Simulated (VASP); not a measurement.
# CdTe: single point with r2SCAN

Crystal: CdTe.

```xyz
2
Lattice="0.0000 3.3653 3.3653 3.3653 0.0000 3.3653 3.3653 3.3653 0.0000" Properties=species:S:1:pos:R:3 pbc="T T T"
Cd    0.0000    0.0000    0.0000
Te    5.0479    5.0479    5.0479
```

This cell differs from its parent crystal: strain +0.050 along x and y, +0.050 along z.

```json
{
  "Program": "VASP 6.6.1",
  "Task": "single point",
  "Functional": "r2SCAN",
  "Potentials or basis": "VASP PAW PBE potentials, release 64 (Cd, Te)",
  "Cutoff": "520 eV",
  "k mesh": "8 × 8 × 8",
  "Occupations": "gaussian, width 0.05 eV",
  "Spin": "no spin polarisation",
  "Dipole correction": "no",
  "Further INCAR settings": "ALGO = Normal; EDIFF = 1e-06; NBANDS = 16"
}
```

The pressure is -2.5 GPa and the band gap on the k mesh is 0.91 eV, direct.

Levels at points of the mesh, in eV from the valence-band top:
| k point | band 7 | band 8 | band 9 | band 10 | band 11 | band 12 |
| --- | --- | --- | --- | --- | --- | --- |
| (0.00, 0.00, 0.00) | 0.00 | 0.00 | 0.00 | 0.91 | 5.09 | 5.09 |
| (0.50, 0.00, 0.00) | -3.87 | -0.63 | -0.63 | 2.09 | 5.62 | 5.62 |
| (0.50, 0.50, 0.00) | -3.82 | -1.55 | -1.55 | 2.96 | 3.10 | 8.82 |

Wall time 48 s on 1 thread of Intel(R) Xeon(R) 6975P-C (Granite Rapids) (shared host), peak memory 0.23 GiB.

Caveat: the cell differs from its parent crystal (strain +0.050 along x and y, +0.050 along z); the PAW data sets were made with another functional, which shifts forces and pressure a little; spin-orbit coupling is left out, which moves the levels of the heavy elements.
